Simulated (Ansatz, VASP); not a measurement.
# Ag in VASP and in Ansatz

```
CELL_PARAMETERS angstrom
0.00000 2.89936 2.89936
2.89936 0.00000 2.89936
2.89936 2.89936 0.00000
ATOMIC_POSITIONS crystal
Ag 0.50000 0.50000 0.50000
Ag 0.75000 0.75000 0.75000
Ag 0.25000 0.25000 0.25000
```

Alike in both runs: task relaxation of cell and atoms; functional PBE; k mesh 6 × 6 × 6; occupations gaussian, width 0.1 eV; no spin polarisation.

```csv
,VASP,Ansatz
version,VASP 6.6.1,Ansatz 0.2.0
potentials or method,"VASP PAW PBE potentials, release 64 (Ag), cutoff 600 eV","scalar-relativistic, plane waves, PAW"
valence electrons in the cell,33,57
```

Ansatz gave:

```
gap on the k mesh at the Fermi level, each at its own relaxed structure (eV) : none
relaxed volume (Å³/atom)                                                     : 21.68
relaxed cell length with the largest relative difference (Å)                 : 4.514
```

Task: Which values does VASP return?

Result: gap on the k mesh at the Fermi level, each at its own relaxed structure (eV): none; relaxed volume (Å³/atom): 21.72; relaxed cell length with the largest relative difference (Å): 4.517.

A gap of «none» marks a metal or a gap that the smearing closes. VASP's potentials hold 33 valence electrons a cell and Ansatz's 57, so a difference there can come from the potentials and not from the codes.

Noted on VASP's run: the volume moved by over 15 % at a fixed basis, so the end points are rough.
